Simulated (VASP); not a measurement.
Here is a VASP 6.6.1 calculation.

The input INCAR:

```
SYSTEM = HfB3N
PREC = Accurate
ENCUT = 600
EDIFF = 1E-6
ISMEAR = 0
SIGMA = 0.2
LREAL = .False.
LASPH = .True.
NELM = 120
ALGO = Normal
ISIF = 2
LWAVE = .False.
LCHARG = .True.
GGA = PE
LELF = .True.
LVHAR = .True.
NBANDS = 20
GGA_COMPAT = .False.
```

The input KPOINTS:

```
regular mesh
0
Gamma
  4 4 5
  0 0 0
```

The input POSCAR:

```
HfB3N
1.0
    3.7307493597      0.0000000000      0.0000000000
   -1.8653746799      3.2309237207      0.0000000000
    0.0000000000      0.0000000000      4.2094401009
Hf B N
1 3 1
Direct
    0.0000000000      0.0000000000      0.5000000000
    0.5000000000      0.0000000000      0.0000000000
    0.0000000000      0.5000000000      0.0000000000
    0.5000000000      0.5000000000      0.0000000000
    0.0000000000      0.0000000000      0.0000000000
```

Potentials or basis: VASP PAW PBE potentials, release 64 (Hf_pv, B, N).

Run with:

```sh
$ cat potpaw_PBE.64/Hf_pv/POTCAR potpaw_PBE.64/B/POTCAR potpaw_PBE.64/N/POTCAR > POTCAR
$ mpirun -np 1 vasp_std > vasp.out
```

(1) Estimate the pressure.

(2) What does it give for the band gap on the k mesh?

Results:

(1) -0.7 GPa.

(2) zero (bands 12 and 13 overlap by 1.41 eV).

Caveat: the k points lie up to 0.49 Å⁻¹ apart, too coarse for converged energies and pressures of a metal; spin-orbit coupling is left out, which moves the levels of the heavy elements.
